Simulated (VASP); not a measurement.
# Mo3W (P4/mmm) in VASP: notebook

Mo3W is run at these levels: PBE; tasks: single point, relaxation of cell and atoms.

All numbers are computed with VASP 6.6.1; they aren't measurements. Logs are shortened: lines on timing, memory, paths and dates and some standing lists are left out, and cuts for length are marked.

### Step 1. The cell of the first run

The structure is tetragonal, space group P4/mmm (No. 123). The conventional cell has a = 4.476 Å, b = 4.476 Å, c = 3.175 Å, α = 90.00°, β = 90.00°, γ = 90.00°. Within 3.6 Å of Mo (site symmetry 4/mmm) lie 10 Mo at 2.74 to 3.18 Å and 4 W at 3.16 Å. Mo (site symmetry mmm) has 10 Mo at 2.74 to 3.18 Å and 4 W at 2.74 Å within 3.6 Å. Within 3.6 Å of W (site symmetry 4/mmm) lie 12 Mo at 2.74 to 3.16 Å and 2 W at 3.18 Å.

### Step 2. Single point, PBE

INCAR reads:

```
SYSTEM = Mo3W
PREC     = Accurate       ! precision mode
ENCUT    = 520            ! plane-wave cutoff, eV
EDIFF    = 1E-6           ! SCF threshold, eV
ISMEAR   = 0              ! smearing method
SIGMA    = 0.1            ! smearing width, eV
LREAL    = .False.        ! projectors in reciprocal space
LASPH    = .True.         ! aspherical terms in the spheres
NELM     = 60             ! most SCF steps
ALGO     = Fast           ! electronic algorithm
ISIF     = 2              ! what is computed and relaxed
LWAVE    = .False.        ! write WAVECAR
LCHARG   = .True.         ! write CHGCAR
GGA      = PE             ! functional
LELF     = .True.         ! ELF
LVHAR    = .True.       
NBANDS   = 36             ! bands
```

KPOINTS reads:

```
regular mesh
0
Gamma
  4 4 6
  0 0 0
```

POSCAR reads:

```
Mo3W
1.0
    4.4755724965      0.0000000000      0.0000000000
    0.0000000000      4.4755724965      0.0000000000
    0.0000000000      0.0000000000      3.1754520979
Mo W
3 1
Direct
    0.0000000000      0.0000000000      0.0000000000
    0.5000000000      0.0000000000      0.5000000000
    0.0000000000      0.5000000000      0.5000000000
    0.5000000000      0.5000000000      0.0000000000
```

Potentials or basis: VASP PAW PBE potentials, release 64 (Mo_sv, W_sv).

Launch:

```sh
$ cat potpaw_PBE.64/Mo_sv/POTCAR potpaw_PBE.64/W_sv/POTCAR > POTCAR
$ mpirun -np 1 vasp_std > vasp.out
```

OUTCAR:

```text
SYSTEM = Mo3W
   PREC = Accurate
   ENCUT = 520
   EDIFF = 1E-6
   ISMEAR = 0
   LREAL = .False.
   LASPH = .True.
   NELM = 60
   ISIF = 2
   GGA = PE

 ion  position               nearest neighbor table
   1  0.000  0.000  0.000-   2 2.74   3 2.74   2 2.74   3 2.74   3 2.74   3 2.74   2 2.74   2 2.74
                             4 3.16   4 3.16   4 3.16   4 3.16
   2  0.500  0.000  0.500-   1 2.74   4 2.74   1 2.74   4 2.74   4 2.74   4 2.74   1 2.74   1 2.74
                             3 3.16   3 3.16   3 3.16   3 3.16
   3  0.000  0.500  0.500-   1 2.74   4 2.74   1 2.74   4 2.74   1 2.74   1 2.74   4 2.74   4 2.74
                             2 3.16   2 3.16   2 3.16   2 3.16
   4  0.500  0.500  0.000-   2 2.74   3 2.74   2 2.74   3 2.74   2 2.74   2 2.74   3 2.74   3 2.74
                             1 3.16   1 3.16   1 3.16   1 3.16

  LATTYP: Found a simple tetragonal cell.
 ALAT       =     4.4755724965
 C/A-ratio  =     0.7095074653

  Lattice vectors:

 A1 = (   4.4755724965,   0.0000000000,   0.0000000000)
 A2 = (   0.0000000000,   4.4755724965,   0.0000000000)
 A3 = (   0.0000000000,   0.0000000000,   3.1754520979)

Analysis of symmetry for initial positions (statically):
=====================================================================
 Subroutine PRICEL returns:
 Original cell was already a primitive cell.

 Routine SETGRP: Setting up the symmetry group for a
 simple tetragonal supercell.

 Subroutine GETGRP returns: Found 16 space group operations
 (whereof 16 operations were pure point group operations)
 out of a pool of 16 trial point group operations.

The static configuration has the point symmetry D_4h.

Analysis of symmetry for dynamics (positions and initial velocities):
=====================================================================
 Subroutine PRICEL returns:
 Original cell was already a primitive cell.

 Routine SETGRP: Setting up the symmetry group for a
 simple tetragonal supercell.

 Subroutine GETGRP returns: Found 16 space group operations
 (whereof 16 operations were pure point group operations)
 out of a pool of 16 trial point group operations.

The dynamic configuration has the point symmetry D_4h.

 Subroutine INISYM returns: Found 16 space group operations
 (whereof 16 operations are pure point group operations),
 and found     1 'primitive' translations

----------------------------------------------------------------------------------------

                                     Primitive cell

  volume of cell :      63.6067

  direct lattice vectors                    reciprocal lattice vectors
     4.475572496  0.000000000  0.000000000     0.223435103  0.000000000  0.000000000
     0.000000000  4.475572496  0.000000000     0.000000000  0.223435103  0.000000000
     0.000000000  0.000000000  3.175452098     0.000000000  0.000000000  0.314915788

  length of vectors
     4.475572496  4.475572496  3.175452098     0.223435103  0.223435103  0.314915788

  position of ions in fractional coordinates (direct lattice)
     0.000000000  0.000000000  0.000000000
     0.500000000  0.000000000  0.500000000
     0.000000000  0.500000000  0.500000000
     0.500000000  0.500000000  0.000000000

  ion indices of the primitive-cell ions
   primitive index   ion index
                 1           1
                 2           2
                 3           3
                 4           4

----------------------------------------------------------------------------------------

 KPOINTS: regular mesh

Automatic generation of k-mesh.
 Grid dimensions read from file:
 generate k-points for:    4    4    6

 Generating k-lattice:

  Cartesian coordinates                     Fractional coordinates (reciprocal lattice)
     0.055858776  0.000000000  0.000000000     0.250000000  0.000000000  0.000000000
     0.000000000  0.055858776  0.000000000     0.000000000  0.250000000  0.000000000
     0.000000000  0.000000000  0.052485965     0.000000000  0.000000000  0.166666667

  Length of vectors
     0.055858776  0.055858776  0.052485965

  Shift w.r.t. Gamma in fractional coordinates (k-lattice)
     0.000000000  0.000000000  0.000000000

 Subroutine IBZKPT returns following result:
 ===========================================

 Found     24 irreducible k-points:

 Following reciprocal coordinates:
            Coordinates               Weight
  0.000000  0.000000  0.000000      1.000000
  0.250000  0.000000  0.000000      4.000000
  0.500000  0.000000  0.000000      2.000000
  0.250000  0.250000  0.000000      4.000000
  0.500000  0.250000  0.000000      4.000000
  0.500000  0.500000  0.000000      1.000000
[... 16 lines left out ...]
  0.500000  0.250000  0.500000      4.000000
  0.500000  0.500000  0.500000      1.000000
   k-points           NKPTS =     24   k-points in BZ     NKDIM =     24   number of bands    NBANDS=     36
   number of dos      NEDOS =    301   number of ions     NIONS =      4
   total plane-waves  NPLWV =  31104
   dimension x,y,z NGX =    36 NGY =   36 NGZ =   24
   dimension x,y,z NGXF=    72 NGYF=   72 NGZF=   48
   ions per type =               3   1
   NGX,Y,Z   is equivalent  to a cutoff of  13.37, 13.37, 12.56 a.u.
   NGXF,Y,Z  is equivalent  to a cutoff of  26.74, 26.74, 25.13 a.u.
 SYSTEM =  Mo3W
   PREC   = accura    normal or accurate (medium, high low for compatibility)
   ISTART =      0    job   : 0-new  1-cont  2-samecut
   ICHARG =      2    charge: 1-file 2-atom 10-const
   ISPIN  =      1    spin polarized calculation?
   LNONCOLLINEAR =      F non collinear calculations
   LSORBIT =      F    spin-orbit coupling
   LASPH  =      T    aspherical Exc in radial PAW
   ENCUT  =  520.0 eV  38.22 Ry    6.18 a.u.   8.32  8.32  5.90*2*pi/ulx,y,z
   NELM   =     60;   NELMIN=  2; NELMDL= -5     # of ELM steps
   EDIFF  = 0.1E-05   stopping-criterion for ELM
   LREAL  =      F    real-space projection
   EDIFFG = 0.1E-04   stopping-criterion for IOM
   NSW    =      0    number of steps for IOM
   IBRION =     -1    ionic relax: 0-MD 1-quasi-New 2-CG
   NFREE  =      0    steps in history (QN), initial steepest desc. (CG)
   ISIF   =      2    stress and relaxation
   ISYM   =      2    0-nonsym 1-usesym 2-fastsym
   POTIM  = 0.5000    time-step for ionic-motion
   TEBEG  =    0.0;   TEEND  =   0.0 temperature during run
   PSTRESS=    0.0 pullay stress
   NELECT =      56.0000    total number of electrons
   NUPDOWN=      -1.0000    fix difference up-down
   EMIN   =  10.00;   EMAX   =-10.00  energy-range for DOS
   EFERMI =   0.00;   METHOD = LEGACY
   ISMEAR =     0;   SIGMA  =   0.10  broadening in eV -4-tet -1-fermi 0-gaus
   EFERMI_NEDOS =   21; number of points for ismear=-14 and -15
   IALGO  =     68    algorithm
   IMIX   =      4    mixing-type and parameters
     AMIX     =   0.40;   BMIX     =  1.00
     AMIX_MAG =   1.60;   BMIX_MAG =  1.00
  volume/ion in A,a.u.               =      15.90       107.31
  Fermi-wavevector in a.u.,A,eV,Ry     =   1.569049  2.965073 33.496396  2.461916
  Thomas-Fermi vector in A             =   2.670990
   LORBIT       =      0    0 simple, 1 ext, 2 COOP (PROOUT), +10 PAW based schemes
   GGA     = PE    functional components
   LHFCALC =     F    Hartree Fock is set to
   AEXX    =    0.0000 exact exchange contribution
   IVDW    =     0    specifies the selected vdW correction
   LEPSILON=     F    determine dielectric tensor
   LRPA    =     F    only Hartree local field effects (RPA)
 non-spin polarized calculation
 RMM-DIIS sequential band-by-band and
 Gauss-broadening in eV      SIGMA  =   0.10
  energy-cutoff  :      520.00
  volume of cell :       63.61
 maximum number of plane-waves:      1744
 NGX is ok and might be reduce to    36
   NGX = 17   NGY = 17   NGZ = 11

 number of electron      56.0000004 magnetization

 Free energy of the ion-electron system (eV)
  ---------------------------------------------------
  ext. energy  EPLUGINS =         0.00000000
  ---------------------------------------------------
  free energy    TOTEN  =       -45.76849359 eV

  energy without entropy =      -45.74866871  energy(sigma->0) =      -45.75858115

 E-fermi :  12.1581     XC(G=0): -13.3806

 val. band max:       12.0706414809   @ k =   0.5000   0.2500   0.0000
 cond. band min:      12.1638399631   @ k =   0.2500   0.0000   0.5000
 fundamental gap:      0.0931984822
 Fermi energy:        12.1581291971

 k-point     1 :       0.0000    0.0000    0.0000
  band No.  band energies     occupation
      1     -62.0560      2.00000
      2     -49.1490      2.00000
      3     -48.9072      2.00000
      4     -48.8357      2.00000
      5     -26.3562      2.00000
      6     -26.3562      2.00000
[... 28 lines left out ...]
     35      16.1425      0.00000
     36      16.1452      0.00000

 k-point     2 :       0.2500    0.0000    0.0000
  band No.  band energies     occupation
      1     -62.0559      2.00000
      2     -49.1289      2.00000
      3     -48.9140      2.00000
      4     -48.8506      2.00000
      5     -26.3523      2.00000
      6     -26.3153      2.00000
[... 28 lines left out ...]
     35      14.4828      0.00000
     36      15.6897      0.00000

 k-point     3 :       0.5000    0.0000    0.0000
  band No.  band energies     occupation
      1     -62.0558      2.00000
      2     -49.1047      2.00000
      3     -48.9266      2.00000
      4     -48.8640      2.00000
      5     -26.3485      2.00000
      6     -26.2730      2.00000
[... 28 lines left out ...]
     35      13.8248      0.00000
     36      14.2055      0.00000

 k-point     4 :       0.2500    0.2500    0.0000
  band No.  band energies     occupation
      1     -62.0558      2.00000
      2     -49.1069      2.00000
      3     -48.9175      2.00000
      4     -48.8708      2.00000
      5     -26.3151      2.00000
      6     -26.3123      2.00000
[... 28 lines left out ...]
     35      15.0533      0.00000
     36      15.5469      0.00000

 k-point     5 :       0.5000    0.2500    0.0000
  band No.  band energies     occupation
      1     -62.0557      2.00000
      2     -49.0791      2.00000
      3     -48.9272      2.00000
      4     -48.8905      2.00000
      5     -26.3121      2.00000
      6     -26.2738      2.00000
[... 655 lines left out ...]
 k-point    22 :       0.2500    0.2500    0.5000
  band No.  band energies     occupation
      1     -62.0471      2.00000
      2     -49.0235      2.00000
      3     -48.9184      2.00000
      4     -48.8982      2.00000
      5     -26.4321      2.00000
      6     -26.2877      2.00000
[... 28 lines left out ...]
     35      15.4859      0.00000
     36      15.5177      0.00000

 k-point    23 :       0.5000    0.2500    0.5000
  band No.  band energies     occupation
      1     -62.0471      2.00000
      2     -49.0233      2.00000
      3     -48.9081      2.00000
      4     -48.9081      2.00000
      5     -26.4585      2.00000
      6     -26.3136      2.00000
[... 28 lines left out ...]
     35      14.7669      0.00000
     36      15.2948      0.00000

 k-point    24 :       0.5000    0.5000    0.5000
  band No.  band energies     occupation
      1     -62.0471      2.00000
      2     -49.0232      2.00000
      3     -48.9080      2.00000
      4     -48.9080      2.00000
      5     -26.4852      2.00000
      6     -26.3180      2.00000
[... 28 lines left out ...]
     35      14.6787      0.00000
     36      15.0215      0.00000

------------------------ aborting loop because EDIFF is reached ----------------------------------------

  FORCE on cell =-STRESS in cart. coord.  units (eV):
  Direction    XX          YY          ZZ          XY          YZ          ZX
  --------------------------------------------------------------------------------------
  -------------------------------------------------------------------------------------
  Total        0.1916384      0.1916384      0.2129871      0.0000000      0.0000000      0.0000000
  in kB        4.8271449      4.8271449      5.3648942      0.0000000      0.0000000      0.0000000
  external PRESSURE =       5.0063946 kB  Pullay stress =       0.0000000 kB

 VOLUME and BASIS-vectors are now :
 -----------------------------------------------------------------------------
  energy-cutoff  :      520.00
  volume of cell :       63.61
      direct lattice vectors                 reciprocal lattice vectors
     4.475572496  0.000000000  0.000000000     0.223435103  0.000000000  0.000000000
     0.000000000  4.475572496  0.000000000     0.000000000  0.223435103  0.000000000
     0.000000000  0.000000000  3.175452098     0.000000000  0.000000000  0.314915788

 POSITION                                       TOTAL-FORCE (eV/Angst)
 -----------------------------------------------------------------------------------
      0.00000      0.00000      0.00000         0.000000      0.000000      0.000000
      2.23779      0.00000      1.58773         0.000000      0.000000      0.000000
      0.00000      2.23779      1.58773         0.000000      0.000000      0.000000
      2.23779      2.23779      0.00000         0.000000      0.000000      0.000000
 -----------------------------------------------------------------------------------
    total drift:                                0.000000      0.000000      0.000000

  FREE ENERGIE OF THE ION-ELECTRON SYSTEM (eV)
  ---------------------------------------------------
  free  energy   TOTEN  =       -45.7684935902 eV

  energy  without entropy=      -45.7486687088  energy(sigma->0) =      -45.75858115
```

Wall time 39 s (1 thread of Intel Xeon Platinum 8488C (Sapphire Rapids), shared host); peak memory 0.2 GiB.

Results:

```yaml
Free_energy: -45.7685 eV
Pressure: 0.5 GPa
Band_gap_on_the_k_mesh: zero (bands 28 and 29 overlap by 2.16 eV)
```

Levels at points of the mesh, in eV from the Fermi level:
```csv
k point,band 26,band 27,band 28,band 29,band 30,band 31
"(0.00, 0.00, 0.00)",-1.36,1.28,1.28,1.54,1.59,1.69
"(0.50, 0.00, 0.00)",-1.67,-0.92,-0.76,0.16,0.27,0.90
"(0.50, 0.50, 0.00)",-0.74,-0.72,-0.72,-0.71,-0.64,-0.64
"(0.00, 0.00, 0.50)",-2.70,-0.71,-0.71,-0.58,-0.58,0.79
"(0.50, 0.00, 0.50)",-1.95,-1.90,-1.78,1.15,1.19,1.46
"(0.50, 0.50, 0.50)",1.26,1.26,1.45,1.46,1.64,1.64
```

Caveat: spin-orbit coupling is left out, which moves the levels of the heavy elements.

### Step 3. Single point, PBE

This run uses another cell than the first one, of 17.82 Å³/atom.

INCAR reads:

```
  PREC = Accurate
  ENCUT = 520
  EDIFF = 1E-7
  ISMEAR = 0
  SIGMA = 0.1
  LREAL = F
  LASPH = T
  NELM = 100
  ALGO = Fast
  ISIF = 2
  LWAVE = F
  LCHARG = F
  GGA = PE
  NBANDS = 36
```

KPOINTS reads:

```
Automatic mesh
0
Gamma
  4 4 6
```

POSCAR reads:

```
Mo3W
1.0
    4.6544209600      0.0000000000      0.0000000000
    0.0000000000      4.6544209600      0.0000000000
    0.0000000000      0.0000000000      3.2911726200
Mo W
3 1
Direct
    0.0000000000      0.0000000000      0.0000000000
    0.5000000000      0.0000000000      0.5000000000
    0.0000000000      0.5000000000      0.5000000000
    0.5000000000      0.5000000000      0.0000000000
```

Potentials or basis: VASP PAW PBE potentials, release 64 (Mo_sv, W_sv).

Launch:

```sh
$ cat potpaw_PBE.64/Mo_sv/POTCAR potpaw_PBE.64/W_sv/POTCAR > POTCAR
$ mpirun -np 1 vasp_std > vasp.out
```

It took 44 s on 1 thread of Intel Xeon Platinum 8488C (Sapphire Rapids), shared host; peak memory 0.2 GiB.

The run converged. Its results:

```yaml
Free_energy: -45.1470 eV
Pressure: -23.9 GPa
Band_gap_on_the_k_mesh: zero (bands 28 and 29 overlap by 1.74 eV)
```

Stress tensor (GPa, compression positive):
```
-24.13   0.00   0.00
  0.00 -24.13   0.00
  0.00   0.00 -23.56
```

Levels at points of the mesh, in eV from the Fermi level:
```
           k point  band 26  band 27  band 28  band 29  band 30  band 31
(0.00, 0.00, 0.00)    -1.18     0.96     0.96     1.31     1.41     1.42
(0.50, 0.00, 0.00)    -1.46    -0.75    -0.61     0.15     0.25     0.78
(0.50, 0.50, 0.00)    -0.63    -0.62    -0.62    -0.58    -0.51    -0.51
(0.00, 0.00, 0.50)    -2.19    -0.62    -0.62    -0.50    -0.50     0.69
(0.50, 0.00, 0.50)    -1.78    -1.74    -1.64     1.00     1.05     1.27
(0.50, 0.50, 0.50)     0.96     0.96     1.16     1.24     1.41     1.41
```

Caveat: the cell stands under tension; spin-orbit coupling is left out, which moves the levels of the heavy elements.

[end of part 1 of 2]
